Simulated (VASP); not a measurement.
Here is a VASP 6.6.1 calculation.

INCAR

```
ALGO = Normal
EDIFF = 1E-6
ENCUT = 520
GGA = PE
ISIF = 2
ISMEAR = 0
LASPH = True
LCHARG = False
LREAL = False
LWAVE = False
NBANDS = 8
NELM = 60
PREC = Accurate
SIGMA = 0.1
```

KPOINTS

```
k-points
0
Gamma
  18 18 18
```

The input POSCAR:

```
Si
1.0
    0.0000000000      1.8563614517      1.8563614517
    1.8563614517      0.0000000000      1.8563614517
    1.8563614517      1.8563614517      0.0000000000
Si
1
Direct
    0.0000000000      0.0000000000      0.0000000000
```

Potentials or basis: VASP PAW PBE potentials, release 64 (Si).

Command:

```console
$ cat potpaw_PBE.64/Si/POTCAR > POTCAR
$ mpirun -np 1 vasp_std > vasp.out
```

**Question.** What does it give for the band gap on the k mesh?

**Answer.** Zero (band 2 reaches 24.30 eV, above the bottom of band 3 at 8.60 eV).

**Question.** What does it give for the pressure?

**Answer.** 13.5 GPa.
